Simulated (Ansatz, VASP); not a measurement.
Two plane-wave programs on Ti

```
CELL_PARAMETERS angstrom
2.95000 0.00000 0.00000
-1.47500 2.55477 0.00000
0.00000 0.00000 4.68000
ATOMIC_POSITIONS crystal
Ti 0.66667 0.33333 0.75000
Ti 0.33333 0.66667 0.25000
```

Alike in both runs: task relaxation of cell and atoms; functional PBEsol; dispersion D3(BJ); k mesh 10 × 10 × 6; occupations fermi-dirac, width 0.05 eV; no spin polarisation.

|  | VASP | Ansatz |
| --- | --- | --- |
| version | VASP 6.6.1 | Ansatz 0.2.0 |
| potentials or method | VASP PAW PBE potentials, release 64 (Ti_sv) | Ansatz PAW |
| plane-wave cutoff (eV) | 600 | 420 |
| valence electrons in the cell | 24 | 24 |

Ansatz gave:

| Item | Value |
| --- | --- |
| relaxed volume (Å³/atom) | 15.88 |
| relaxed cell length with the largest relative difference (Å) | 2.854 |

Q: Which values does VASP return?

A: Relaxed volume (Å³/atom): 15.83; relaxed cell length with the largest relative difference (Å): 2.850.

VASP's potentials were made for PBE, not for PBEsol.

Noted on Ansatz's run: the plane-wave basis is chosen anew once the cell has moved, so the energies of steps on either side of that aren't comparable.
